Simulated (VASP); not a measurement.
Wanted: the native input for a VASP 6.6.1 run.

| Property | Result |
| --- | --- |
| Task | single point |
| Functional | PBE |
| Potentials or basis | VASP PAW PBE potentials, release 64 (Li_sv, H) |
| Cutoff | 520 eV |
| k mesh | 12 × 12 × 18 |
| Occupations | gaussian, width 0.1 eV |
| Spin | no spin polarisation |
| Dipole correction | no |
| Further INCAR settings | ALGO = Normal; EDIFF = 1e-06; NBANDS = 10 |

The structure of Li2H lies in POSCAR:

```
Li2H
1.0
    4.1266818172      0.0000000000      0.0000000000
   -2.0633409086      3.5738112870      0.0000000000
    0.0000000000      0.0000000000      2.6583637292
Li H
2 1
Direct
    0.3333333333      0.6666666667      0.5000000000
    0.6666666667      0.3333333333      0.5000000000
    0.0000000000      0.0000000000      0.0000000000
```

The input as run:

INCAR

```
SYSTEM = Li2H
PREC = Accurate
ENCUT = 520
EDIFF = 1E-6
ISMEAR = 0
SIGMA = 0.1
LREAL = .False.
LASPH = .True.
NELM = 60
ALGO = Normal
ISIF = 2
LWAVE = .False.
LCHARG = .True.
GGA = PE
LELF = .True.
LVHAR = .True.
NBANDS = 10
```

KPOINTS

```
regular mesh
0
Gamma
  12 12 18
  0 0 0
```

Potentials or basis: VASP PAW PBE potentials, release 64 (Li_sv, H).

Run with:

```sh
$ cat potpaw_PBE.64/Li_sv/POTCAR potpaw_PBE.64/H/POTCAR > POTCAR
$ mpirun -np 1 vasp_std > vasp.out
```

Run time: 34 s on 1 thread of Intel(R) Xeon(R) Platinum 8259CL CPU @ 2.50GHz (Skylake/Cascade Lake) (shared host), peak memory 0.19 GiB.
